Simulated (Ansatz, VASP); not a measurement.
Two plane-wave programs on Ta

```
Ta
1.0
     0.00000    2.01395    2.01395
     2.01395    0.00000    2.01395
     2.01395    2.01395    0.00000
Ta
1
Direct
  0.00000 0.00000 0.00000
```

Alike in both runs: task single point; functional LDA; k mesh 15 × 15 × 15; occupations fermi-dirac, width 0.1 eV; no spin polarisation.

```csv
,VASP,Ansatz
version,VASP 6.6.1,Ansatz 0.2.0
potentials or method,"VASP PAW LDA potentials, release 64 (Ta_pv), cutoff 520 eV","plane waves (420 eV) with PAW, scalar-relativistic"
valence electrons in the cell,11,13
```

Ansatz gave:

* pressure (GPa): 20.6

Problem. What did VASP give for the same quantities?

Solution. Pressure (GPa): 21.6.

Ansatz warns that its potentials were made for another functional, while VASP's fit it. LDA's correlation is that of Perdew and Zunger in VASP and of Perdew and Wang (1992) in Ansatz. VASP's potentials hold 11 valence electrons a cell and Ansatz's 13, so a difference there can come from the potentials and not from the codes.

Spin-orbit coupling is off throughout.
